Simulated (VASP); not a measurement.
Runs of VASP 6.6.1 on W. The structure is that of space group Fm-3m (No. 225), or close to it. The cells are those of the table. 

```csv
task,cell,gap on the mesh (eV),pressure (GPa)
single point,"a = 2.832 Å, angles 60.0°, 1 atom",none,-5.4
electric field gradients,"a = 2.895 Å, angles 60.0°, 1 atom",none,(b)
electric field gradients,"a = 2.828 Å, angles 62.0°, 1 atom",none,-15.8
electric field gradients,"a = 2.918 Å, angles 60.0°, 1 atom",none,(a)
electric field gradients,"a = 2.909 Å, angles 60.0°, 1 atom",none,-25.1
```

Alike in all rows: level LDA; potentials or basis VASP PAW LDA potentials, release 64 (W_sv); no spin polarisation; k mesh 14 × 14 × 14; cutoff (eV) 520; smearing fermi-dirac 0.05 eV.

Q: Estimate the missing entries.

A: (a) -27.0; (b) -22.1.

Caveats: spin-orbit coupling is left out, which moves the levels of the heavy elements.

A k mesh can miss the band edges, and the runs leave out spin-orbit coupling on W.

A gap of «none» marks levels without a gap at the run's occupations.
